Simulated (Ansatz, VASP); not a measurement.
H: VASP beside Ansatz

The input INCAR:

```
PREC = Accurate
ENCUT = 400
EDIFF = 1E-8
ISMEAR = -1
SIGMA = 0.01
LREAL = False
LASPH = True
NELM = 120
ALGO = Normal
ISIF = 2
LWAVE = False
LCHARG = False
GGA = PE
LEFG = True
NBANDS = 8
GGA_COMPAT = False
```

File KPOINTS:

```
regular mesh
0
Gamma
  13 13 7
```

File POSCAR:

```
H
1.0
    1.9742154190      0.0000000000      0.0000000000
   -0.9871077095      1.7097207054      0.0000000000
    0.0000000000      0.0000000000      3.1714823542
H
2
Direct
    0.3333333333      0.6666666667      0.2500000000
    0.6666666667      0.3333333333      0.7500000000
```

Input for Ansatz:

```yaml
crystal:
  lattice:
    - [1.974215419, 0.0, 0.0]
    - [-0.9871077095, 1.7097207054, 0.0]
    - [0.0, 0.0, 3.1714823542]
  atoms:
    - { symbol: H, position: [0.3333333333, 0.6666666667, 0.25] }
    - { symbol: H, position: [0.6666666667, 0.3333333333, 0.75] }
kpoints:
  mp_grid: { grid: [13, 13, 7] }
scf:
  occupations: { method: fermi_dirac, width: 0.01 }
hamiltonian:
  xc: pbe
  pseudopotentials: { kind: paw }
output:
  forces: true
  stress: true
  eigenvalues: true
  efg: { contact_densities: true }
```

Change from the starting cell: volume scaled by 0.9405, PAW files.

Alike in both runs: task electric field gradients; functional PBE; k mesh 13 × 13 × 7; occupations fermi-dirac, width 0.01 eV; no spin polarisation.

```csv
,VASP,Ansatz
version,VASP 6.6.1,Ansatz 0.2.0
potentials or method,"VASP PAW PBE potentials, release 64 (H)","PAW with Ansatz's default frozen-core files, scalar-relativistic"
plane-wave cutoff (eV),400,420
valence electrons in the cell,2,2
```

|  | VASP | Ansatz | Ansatz less VASP |
| --- | --- | --- | --- |
| pressure (GPa) | -24.9 | -23.8 | +1.07 |
| traceless stress, the component that is largest in VASP (GPa) | -2.27 | -2.29 | -0.020 |

With one functional, cell and mesh, what is left measures potentials, basis and numerics.
